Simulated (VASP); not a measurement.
Write the native input for VASP 6.6.1 that does the following.

```
Task                   : single point
Functional             : LDA
Potentials or basis    : VASP PAW LDA potentials, release 64 (Pb_d, Se)
Cutoff                 : 520 eV
k mesh                 : 7 × 7 × 7
Occupations            : fermi-dirac, width 0.05 eV
Spin                   : no spin polarisation
Dipole correction      : no
Further INCAR settings : ALGO = Normal; EDIFF = 1e-06; NBANDS = 17
```

The structure of PbSe lies in POSCAR:

```
PbSe
1.0
    3.7589231005      0.0000000000      0.0000000000
    0.0000000000      3.7589231005      0.0000000000
    0.0000000000      0.0000000000      3.7589231005
Pb Se
1 1
Direct
    0.0000000000      0.0000000000      0.0000000000
    0.5000000000      0.5000000000      0.5000000000
```

This cell differs from its parent crystal: volume scaled by 0.98.

The input as run:

INCAR

```
PREC = Accurate ; ENCUT = 520
EDIFF = 1E-6 ; ISMEAR = -1
SIGMA = 0.05 ; LREAL = False
LASPH = True ; NELM = 80
ALGO = Normal ; ISIF = 2
LWAVE = False ; LCHARG = False
GGA = CA ; NBANDS = 17
```

KPOINTS

```
Automatic mesh
0
Gamma
  7 7 7
```

Potentials or basis: VASP PAW LDA potentials, release 64 (Pb_d, Se).

Launch:

```console
$ cat potpaw_LDA.64/Pb_d/POTCAR potpaw_LDA.64/Se/POTCAR > POTCAR
$ mpirun -np 1 vasp_std > vasp.out
```

Results of the run:

```yaml
Pressure: -3.9 GPa
Band_gap_on_the_k_mesh: zero (band 10 reaches 5.39 eV, above the bottom of band 11 at 5.14 eV)
```

Caveat: spin-orbit coupling is left out, which moves the levels of the heavy elements.

It took 27 s on 1 thread of AMD EPYC 7R13, with other jobs on the host, peak memory 0.12 GiB.
